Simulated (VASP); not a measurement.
# PbS (Pm-3m) in VASP: further runs

Aim: see how the results for PbS move with the level of theory and the settings. Levels: r2SCAN, PBE0. Tasks: single point.

Program: VASP 6.6.1. These are calculated values, not measurements. Logs are shortened: lines on timing, memory, paths and dates and some standing lists are left out, and cuts for length are marked.

## 1. The cell of the first run

It takes space group Pm-3m (No. 221, cubic). Conventional cell: a = 3.654 Å, b = 3.654 Å, c = 3.654 Å, α = 90.00°, β = 90.00°, γ = 90.00°. Pb (site symmetry m-3m) has 8 S at 3.16 Å and 6 Pb at 3.65 Å within 4.2 Å. Within 4.2 Å of S (site symmetry m-3m) lie 8 Pb at 3.16 Å and 6 S at 3.65 Å.

## 2. Single point, r2SCAN, non-collinear spin, zero start, spin-orbit coupling

File POSCAR:

```
PbS
1.0
    3.6536590000      0.0000000000      0.0000000000
    0.0000000000      3.6536590000      0.0000000000
    0.0000000000      0.0000000000      3.6536590000
Pb S
1 1
Direct
    0.0000000000      0.0000000000      0.0000000000
    0.5000000000      0.5000000000      0.5000000000
```

File INCAR.step1:

```
ALGO = Normal
EDIFF = 1E-4
ENCUT = 520
GGA = PE
GGA_COMPAT = False
ISMEAR = 0
LASPH = True
LCHARG = False
LNONCOLLINEAR = True
LREAL = False
LSORBIT = True
LWAVE = True
MAGMOM = 0 0 0 0 0 0
NBANDS = 32
NELM = 150
PREC = Accurate
SIGMA = 0.05
```

File INCAR.step2:

```
ALGO = Normal
EDIFF = 1E-7
ENCUT = 520
GGA_COMPAT = False
ISIF = 2
ISMEAR = 0
ISTART = 1
LASPH = True
LCHARG = False
LMIXTAU = True
LNONCOLLINEAR = True
LORBIT = 11
LORBMOM = True
LREAL = False
LSORBIT = True
LWAVE = False
MAGMOM = 0 0 0 0 0 0
METAGGA = R2SCAN
NBANDS = 32
NELM = 150
PREC = Accurate
SIGMA = 0.05
```

File KPOINTS:

```
k-points
0
Gamma
  6 6 6
```

Potentials or basis: VASP PAW PBE potentials, release 64 (Pb_d, S).

Run with:

```sh
$ cat potpaw_PBE.64/Pb_d/POTCAR potpaw_PBE.64/S/POTCAR > POTCAR
$ cp INCAR.step1 INCAR
$ mpirun -np 1 vasp_ncl > vasp.out
$ cp INCAR.step2 INCAR
$ mpirun -np 1 vasp_ncl > vasp.out
```

OUTCAR:

```text
EDIFF = 1E-7
   ENCUT = 520
   ISIF = 2
   ISMEAR = 0
   ISTART = 1
   LASPH = True
   LNONCOLLINEAR = True
   LORBIT = 11
   LREAL = False
   LSORBIT = True
   METAGGA = R2SCAN
   NELM = 150
   PREC = Accurate

 ion  position               nearest neighbor table
   1  0.000  0.000  0.000-   2 3.16   2 3.16   2 3.16   2 3.16   2 3.16   2 3.16   2 3.16   2 3.16

   2  0.500  0.500  0.500-   1 3.16   1 3.16   1 3.16   1 3.16   1 3.16   1 3.16   1 3.16   1 3.16

  LATTYP: Found a simple cubic cell.
 ALAT       =     3.6536590000

  Lattice vectors:

 A1 = (   3.6536590000,   0.0000000000,   0.0000000000)
 A2 = (   0.0000000000,   3.6536590000,   0.0000000000)
 A3 = (   0.0000000000,   0.0000000000,   3.6536590000)

Analysis of symmetry for initial positions (statically):
=====================================================================
 Subroutine PRICEL returns:
 Original cell was already a primitive cell.

 Routine SETGRP: Setting up the symmetry group for a
 simple cubic supercell.

 Subroutine GETGRP returns: Found 48 space group operations
 (whereof 48 operations were pure point group operations)
 out of a pool of 48 trial point group operations.

The static configuration has the point symmetry O_h .

Analysis of symmetry for dynamics (positions and initial velocities):
=====================================================================
 Subroutine PRICEL returns:
 Original cell was already a primitive cell.

 Routine SETGRP: Setting up the symmetry group for a
 simple cubic supercell.

 Subroutine GETGRP returns: Found 48 space group operations
 (whereof 48 operations were pure point group operations)
 out of a pool of 48 trial point group operations.

The dynamic configuration has the point symmetry O_h .

Analysis of structural, dynamic, and magnetic symmetry:
=====================================================================
 Subroutine PRICEL returns:
 Original cell was already a primitive cell.

 Routine SETGRP: Setting up the symmetry group for a
 simple cubic supercell.

 Subroutine GETGRP returns: Found 48 space group operations
 (whereof 48 operations were pure point group operations)
 out of a pool of 48 trial point group operations.

The overall configuration has the point symmetry O_h .

 Subroutine INISYM returns: Found 48 space group operations
 (whereof 48 operations are pure point group operations),
 and found     1 'primitive' translations

----------------------------------------------------------------------------------------

                                     Primitive cell

  volume of cell :      48.7735

  direct lattice vectors                    reciprocal lattice vectors
     3.653659000  0.000000000  0.000000000     0.273698230  0.000000000  0.000000000
     0.000000000  3.653659000  0.000000000     0.000000000  0.273698230  0.000000000
     0.000000000  0.000000000  3.653659000     0.000000000  0.000000000  0.273698230

  length of vectors
     3.653659000  3.653659000  3.653659000     0.273698230  0.273698230  0.273698230

  position of ions in fractional coordinates (direct lattice)
     0.000000000  0.000000000  0.000000000
     0.500000000  0.500000000  0.500000000

  ion indices of the primitive-cell ions
   primitive index   ion index
                 1           1
                 2           2

----------------------------------------------------------------------------------------

 KPOINTS: k-points

Automatic generation of k-mesh.
 Grid dimensions read from file:
 generate k-points for:    6    6    6

 Generating k-lattice:

[... 90 lines left out ...]
 maximum number of plane-waves:      2714
 NGX is ok and might be reduce to    28
   NGX = 13   NGY = 13   NGZ = 13

 number of electron      19.9999995 magnetization      -0.0000000     -0.0000000     -0.0000000

 number of electron      19.9999995 magnetization       0.0000000      0.0000000      0.0000000

 number of electron      19.9999995 magnetization       0.0000000     -0.0000000     -0.0000000

 number of electron      19.9999995 magnetization       0.0000000     -0.0000000      0.0000000

 Free energy of the ion-electron system (eV)
  ---------------------------------------------------
  ext. energy  EPLUGINS =         0.00000000
  ---------------------------------------------------
  free energy    TOTEN  =       -65.43578729 eV

  energy without entropy =      -65.43524567  energy(sigma->0) =      -65.43551648

 E-fermi :   5.9791     XC(G=0): -10.7016

 val. band max:        5.9384794284   @ k =   0.1667   0.1667   0.1667
 cond. band min:       6.1020691625   @ k =   0.5000   0.5000   0.3333
 fundamental gap:      0.1635897342
 Fermi energy:         5.9791194265

 k-point     1 :       0.0000    0.0000    0.0000
  band No.  band energies     occupation
      1     -12.9666      1.00000
      2     -12.9666      1.00000
      3     -12.9666      1.00000
      4     -12.9666      1.00000
      5     -10.4380      1.00000
      6     -10.4380      1.00000
[... 689 lines left out ...]
     31      20.7852      0.00000
     32      20.7852      0.00000

------------------------ aborting loop because EDIFF is reached ----------------------------------------

  FORCE on cell =-STRESS in cart. coord.  units (eV):
  Direction    XX          YY          ZZ          XY          YZ          ZX
  --------------------------------------------------------------------------------------
  -------------------------------------------------------------------------------------
  Total       -0.2343344     -0.2343344     -0.2343344      0.0000000      0.0000000      0.0000000
  in kB       -7.6977284     -7.6977284     -7.6977284      0.0000000      0.0000000      0.0000000
  external PRESSURE =      -7.6977284 kB  Pullay stress =       0.0000000 kB

 VOLUME and BASIS-vectors are now :
 -----------------------------------------------------------------------------
  energy-cutoff  :      520.00
  volume of cell :       48.77
      direct lattice vectors                 reciprocal lattice vectors
     3.653659000  0.000000000  0.000000000     0.273698230  0.000000000  0.000000000
     0.000000000  3.653659000  0.000000000     0.000000000  0.273698230  0.000000000
     0.000000000  0.000000000  3.653659000     0.000000000  0.000000000  0.273698230

 POSITION                                       TOTAL-FORCE (eV/Angst)
 -----------------------------------------------------------------------------------
      0.00000      0.00000      0.00000         0.000000      0.000000      0.000000
      1.82683      1.82683      1.82683         0.000000      0.000000      0.000000
 -----------------------------------------------------------------------------------
    total drift:                               -0.000000      0.000000     -0.000000

  FREE ENERGIE OF THE ION-ELECTRON SYSTEM (eV)
  ---------------------------------------------------
  free  energy   TOTEN  =       -65.4357872873 eV

  energy  without entropy=      -65.4352456723  energy(sigma->0) =      -65.43551648

 orbital moment (x)

 # of ion     p       d       tot
 ----------------------------------------
  1         0.000   0.000   0.000
  2         0.000   0.000   0.000
 ----------------------------------------
            0.000   0.000   0.000

 orbital moment (y)

 # of ion     p       d       tot
 ----------------------------------------
  1         0.000  -0.000  -0.000
  2         0.000   0.000   0.000
 ----------------------------------------
            0.000  -0.000  -0.000

 orbital moment (z)

 # of ion     p       d       tot
 ----------------------------------------
  1         0.000   0.000   0.000
  2         0.000   0.000   0.000
 ----------------------------------------
            0.000   0.000   0.000

 Spin-Orbit-Coupling matrix elements

 Ion:    1  E_soc:     -0.7462249
 l=   1
     0.0000000    -0.0600412    -0.0600412
    -0.0600412     0.0000000    -0.0600412
    -0.0600412    -0.0600412     0.0000000
 l=   2
     0.0000000    -0.0127960     0.0000000    -0.0127960    -0.0515336
    -0.0127960     0.0000000    -0.0386502    -0.0127960    -0.0128834
     0.0000000    -0.0386502     0.0000000    -0.0386502     0.0000000
    -0.0127960    -0.0127960    -0.0386502     0.0000000    -0.0128834
    -0.0515336    -0.0128834     0.0000000    -0.0128834     0.0000000
 l=   3
     0.0000000     0.0000000     0.0000000     0.0000000     0.0000000     0.0000000     0.0000000
     0.0000000     0.0000000     0.0000000     0.0000000     0.0000000     0.0000000     0.0000000
     0.0000000     0.0000000     0.0000000     0.0000000     0.0000000     0.0000000     0.0000000
     0.0000000     0.0000000     0.0000000     0.0000000     0.0000000     0.0000000     0.0000000
     0.0000000     0.0000000     0.0000000     0.0000000     0.0000000     0.0000000     0.0000000
     0.0000000     0.0000000     0.0000000     0.0000000     0.0000000     0.0000000     0.0000000
     0.0000000     0.0000000     0.0000000     0.0000000     0.0000000     0.0000000     0.0000000

 Ion:    2  E_soc:     -0.0034751
 l=   1
     0.0000000    -0.0005792    -0.0005792
    -0.0005792     0.0000000    -0.0005792
    -0.0005792    -0.0005792     0.0000000
 l=   2
     0.0000000     0.0000000     0.0000000     0.0000000     0.0000000
     0.0000000     0.0000000     0.0000000     0.0000000     0.0000000
     0.0000000     0.0000000     0.0000000     0.0000000     0.0000000
     0.0000000     0.0000000     0.0000000     0.0000000     0.0000000
     0.0000000     0.0000000     0.0000000     0.0000000     0.0000000
 l=   3
     0.0000000     0.0000000     0.0000000     0.0000000     0.0000000     0.0000000     0.0000000
     0.0000000     0.0000000     0.0000000     0.0000000     0.0000000     0.0000000     0.0000000
     0.0000000     0.0000000     0.0000000     0.0000000     0.0000000     0.0000000     0.0000000
     0.0000000     0.0000000     0.0000000     0.0000000     0.0000000     0.0000000     0.0000000
     0.0000000     0.0000000     0.0000000     0.0000000     0.0000000     0.0000000     0.0000000
     0.0000000     0.0000000     0.0000000     0.0000000     0.0000000     0.0000000     0.0000000
     0.0000000     0.0000000     0.0000000     0.0000000     0.0000000     0.0000000     0.0000000

 total charge

# of ion       s       p       d       tot
------------------------------------------
    1        1.484   0.461   9.834  11.779
    2        1.346   2.341   0.000   3.687
--------------------------------------------------
tot          2.830   2.802   9.834  15.466

 magnetization (x)

# of ion       s       p       d       tot
------------------------------------------
    1       -0.000  -0.000   0.000  -0.000
    2        0.000   0.000   0.000   0.000
--------------------------------------------------
tot         -0.000  -0.000   0.000  -0.000

 magnetization (y)

# of ion       s       p       d       tot
------------------------------------------
    1        0.000  -0.000  -0.000   0.000
    2        0.000  -0.000   0.000  -0.000
--------------------------------------------------
tot          0.000  -0.000  -0.000   0.000

 magnetization (z)

# of ion       s       p       d       tot
------------------------------------------
    1       -0.000   0.000   0.000  -0.000
    2       -0.000  -0.000   0.000  -0.000
--------------------------------------------------
tot         -0.000  -0.000   0.000  -0.000
```

It took 2.6 min on 1 thread of Intel Xeon 6975P-C (Granite Rapids), shared host; peak memory 0.31 GiB.

What came out:

```
Free energy                                           : -65.4358 eV
Pressure                                              : -0.8 GPa
Net moment                                            : 0.00 μB per cell
Valence electrons inside the program's atomic spheres : Pb 11.78; S 3.69
```

Moments on the atoms (μB; x, y, z):
```
Pb  0.00 0.00 0.00
S   0.00 0.00 0.00
```

Caveat: the PAW data sets were made with another functional, which shifts forces and pressure a little.

## 3. Single point, r2SCAN, non-collinear spin, zero start, spin-orbit coupling

POSCAR is that of step 2.

File INCAR.step1:

```
SYSTEM = PbS
PREC     = Accurate       ! precision mode
ENCUT    = 520            ! plane-wave cutoff, eV
ISMEAR   = 0              ! smearing method
SIGMA    = 0.05           ! smearing width, eV
LREAL    = .FALSE.        ! projectors in reciprocal space
LASPH    = .TRUE.         ! aspherical terms in the spheres
NELM     = 150            ! most SCF steps
MAGMOM   = 0 0 0 0 0 0    ! initial moments
LSORBIT  = .TRUE.         ! spin-orbit coupling
GGA_COMPAT= .FALSE.      
NBANDS   = 32             ! bands
GGA      = PE             ! functional
ALGO     = Normal         ! electronic algorithm
EDIFF    = 1E-4           ! SCF threshold, eV
LWAVE    = .TRUE.         ! write WAVECAR
LCHARG   = .FALSE.        ! write CHGCAR
```

File INCAR.step2:

```
SYSTEM = PbS
PREC     = Accurate       ! precision mode
ENCUT    = 520            ! plane-wave cutoff, eV
EDIFF    = 1E-7           ! SCF threshold, eV
ISMEAR   = 0              ! smearing method
SIGMA    = 0.05           ! smearing width, eV
LREAL    = .FALSE.        ! projectors in reciprocal space
LASPH    = .TRUE.         ! aspherical terms in the spheres
NELM     = 150            ! most SCF steps
ALGO     = Normal         ! electronic algorithm
ISIF     = 2              ! what is computed and relaxed
LWAVE    = .FALSE.        ! write WAVECAR
LCHARG   = .FALSE.        ! write CHGCAR
MAGMOM   = 0 0 0 0 0 0    ! initial moments
LORBIT   = 11             ! projections on sites
LSORBIT  = .TRUE.         ! spin-orbit coupling
GGA_COMPAT= .FALSE.      
LORBMOM  = .TRUE.       
METAGGA  = R2SCAN         ! meta-GGA
LMIXTAU  = .TRUE.       
NBANDS   = 32             ! bands
ISTART   = 1
```

File KPOINTS:

```
regular mesh
0
G
  6 6 6
  0 0 0
```

Potentials or basis: VASP PAW PBE potentials, release 64 (Pb_d, S).

Run with:

```sh
$ cat potpaw_PBE.64/Pb_d/POTCAR potpaw_PBE.64/S/POTCAR > POTCAR
$ cp INCAR.step1 INCAR
$ mpirun -np 1 vasp_ncl > vasp.out
$ cp INCAR.step2 INCAR
$ mpirun -np 1 vasp_ncl > vasp.out
```

OUTCAR:

```text
SYSTEM = PbS
   PREC = Accurate
   ENCUT = 520
   EDIFF = 1E-7
   ISMEAR = 0
   LREAL = .FALSE.
   LASPH = .TRUE.
   NELM = 150
   ISIF = 2
   LORBIT = 11
   LSORBIT = .TRUE.
   METAGGA = R2SCAN
   ISTART = 1

 ion  position               nearest neighbor table
   1  0.000  0.000  0.000-   2 3.16   2 3.16   2 3.16   2 3.16   2 3.16   2 3.16   2 3.16   2 3.16

   2  0.500  0.500  0.500-   1 3.16   1 3.16   1 3.16   1 3.16   1 3.16   1 3.16   1 3.16   1 3.16

  LATTYP: Found a simple cubic cell.
 ALAT       =     3.6536590000

  Lattice vectors:

 A1 = (   3.6536590000,   0.0000000000,   0.0000000000)
[... 989 lines left out ...]
     0.0000000     0.0000000     0.0000000     0.0000000     0.0000000
     0.0000000     0.0000000     0.0000000     0.0000000     0.0000000
 l=   3
     0.0000000     0.0000000     0.0000000     0.0000000     0.0000000     0.0000000     0.0000000
     0.0000000     0.0000000     0.0000000     0.0000000     0.0000000     0.0000000     0.0000000
     0.0000000     0.0000000     0.0000000     0.0000000     0.0000000     0.0000000     0.0000000
     0.0000000     0.0000000     0.0000000     0.0000000     0.0000000     0.0000000     0.0000000
     0.0000000     0.0000000     0.0000000     0.0000000     0.0000000     0.0000000     0.0000000
     0.0000000     0.0000000     0.0000000     0.0000000     0.0000000     0.0000000     0.0000000
     0.0000000     0.0000000     0.0000000     0.0000000     0.0000000     0.0000000     0.0000000

 total charge

# of ion       s       p       d       tot
------------------------------------------
    1        1.484   0.461   9.834  11.779
    2        1.346   2.341   0.000   3.687
--------------------------------------------------
tot          2.830   2.802   9.834  15.466

 magnetization (x)

# of ion       s       p       d       tot
------------------------------------------
    1       -0.000  -0.000   0.000  -0.000
    2        0.000   0.000   0.000   0.000
--------------------------------------------------
tot         -0.000  -0.000   0.000  -0.000

 magnetization (y)

# of ion       s       p       d       tot
------------------------------------------
    1        0.000  -0.000  -0.000   0.000
    2        0.000  -0.000   0.000  -0.000
--------------------------------------------------
tot          0.000  -0.000  -0.000   0.000

 magnetization (z)

# of ion       s       p       d       tot
------------------------------------------
    1       -0.000   0.000   0.000  -0.000
    2       -0.000  -0.000   0.000  -0.000
--------------------------------------------------
tot         -0.000  -0.000   0.000  -0.000
```

OUTCAR.step1:

```text
SYSTEM = PbS
   PREC = Accurate
   ENCUT = 520
   ISMEAR = 0
   LREAL = .FALSE.
[... 983 lines left out ...]
     0.0000000     0.0000000     0.0000000     0.0000000     0.0000000     0.0000000     0.0000000
     0.0000000     0.0000000     0.0000000     0.0000000     0.0000000     0.0000000     0.0000000
     0.0000000     0.0000000     0.0000000     0.0000000     0.0000000     0.0000000     0.0000000
     0.0000000     0.0000000     0.0000000     0.0000000     0.0000000     0.0000000     0.0000000
     0.0000000     0.0000000     0.0000000     0.0000000     0.0000000     0.0000000     0.0000000
     0.0000000     0.0000000     0.0000000     0.0000000     0.0000000     0.0000000     0.0000000

=======================================================================

 ========================================================
```

Run time: 2.9 min. Hardware: 1 thread of Intel Xeon 6975P-C (Granite Rapids), shared host; peak memory 0.31 GiB.

What came out:

| Quantity | Value |
| --- | --- |
| Free energy | -65.4358 eV |
| Pressure | -0.8 GPa |
| Net moment | 0.00 μB per cell |
| Valence electrons inside the program's atomic spheres | Pb 11.78; S 3.69 |

Moments on the atoms (μB; x, y, z):
```
Pb  0.00 0.00 0.00
S   0.00 0.00 0.00
```

Caveat: the PAW data sets were made with another functional, which shifts forces and pressure a little.

## 4. Single point, PBE0

POSCAR is that of step 3.

File INCAR.step1:

```
SYSTEM = PbS
PREC = Accurate
ENCUT = 400
EDIFF = 1E-5
ISMEAR = -1
SIGMA = 0.05
LREAL = .False.
LASPH = .True.
NELM = 120
ALGO = Normal
ISIF = 2
LWAVE = .True.
LCHARG = .False.
GGA = PE
NBANDS = 17
GGA_COMPAT = .False.
```

File INCAR.step2:

```
SYSTEM = PbS
PREC = Accurate
ENCUT = 400
EDIFF = 1E-6
ISMEAR = -1
SIGMA = 0.05
LREAL = .False.
LASPH = .True.
NELM = 120
ALGO = Normal
ISIF = 2
LWAVE = .False.
LCHARG = .False.
GGA = PE
LHFCALC = .True.
AEXX = 0.25
PRECFOCK = Normal
ISTART = 1
NBANDS = 17
GGA_COMPAT = .False.
```

File KPOINTS:

```
Automatic mesh
0
Gamma
  6 6 6
  0 0 0
```

Run with:

```sh
$ cat potpaw_PBE.64/Pb_d/POTCAR potpaw_PBE.64/S/POTCAR > POTCAR
$ cp INCAR.step1 INCAR
$ mpirun -np 1 vasp_std > vasp.out
$ cp INCAR.step2 INCAR
$ mpirun -np 1 vasp_std > vasp.out
```

Wall time 36 min (1 thread of AMD EPYC 7R43 (Zen 3), shared host); peak memory 0.13 GiB.

It converged, with:

```
Free energy            : -10.8731 eV
Pressure               : -1.4 GPa
Band gap on the k mesh : 0.53 eV (least direct gap 1.45 eV)
```

Levels at points of the mesh, in eV from the valence-band top:
```tsv
k point	band 8	band 9	band 10	band 11	band 12	band 13
(0.00, 0.00, 0.00)	-1.91	-1.91	-1.91	6.83	6.83	8.22
(0.50, 0.00, 0.00)	-0.64	-0.64	-0.06	1.38	5.30	5.30
(0.50, 0.50, 0.00)	-5.06	-5.06	-0.42	5.72	5.72	7.52
(0.50, 0.50, 0.50)	-2.76	-2.76	-2.76	0.53	0.53	0.53
```

Caveat: the PAW data sets were made with another functional, which shifts forces and pressure a little; spin-orbit coupling is left out, which moves the levels of the heavy elements. A k mesh can miss the band edges.
